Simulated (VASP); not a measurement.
Crystal: La.

```
CELL_PARAMETERS angstrom
-2.10500 2.10500 2.10500
2.10500 -2.10500 2.10500
2.10500 2.10500 -2.10500
ATOMIC_POSITIONS crystal
La 0.00000 0.00000 0.00000
```

This isn't the form of La at room conditions, which is double hcp.

| Item | Value |
| --- | --- |
| Program | VASP 6.6.1 |
| Task | relaxation of cell and atoms |
| Functional | PBEsol |
| Potentials or basis | VASP PAW PBE potentials, release 64 (La) |
| Cutoff | 500 eV |
| k mesh | 6 × 6 × 6 |
| Occupations | methfessel-paxton, width 0.1 eV |
| Spin | no spin polarisation |

At the start: pressure -0.8 GPa; volume 37.31 Å³/atom.

Task: How do energy, volume and symmetry change on relaxing?

Result: Over 3 steps the energy falls by 2.9 meV/atom and the volume is 36.02 Å³/atom (-3.5 %); space group Im-3m (No. 229, to 0.1 Å) before and after.

The path:
```tsv
step	energy change (eV)	largest force (eV/Å)	pressure (GPa)	volume (Å³)
1	0.0000	0.0000	-0.81	37.31
2	-0.0028	0.0000	-0.13	36.30
3	-0.0029	0.0000	-0.02	36.02
```

Final structure:
```
La
1.0
    -2.08049    2.08049    2.08049
     2.08049   -2.08049    2.08049
     2.08049    2.08049   -2.08049
La
1
Direct
  0.00000 0.00000 0.00000
```

Caveat: the PAW data sets were made with another functional, which shifts forces and pressure a little.
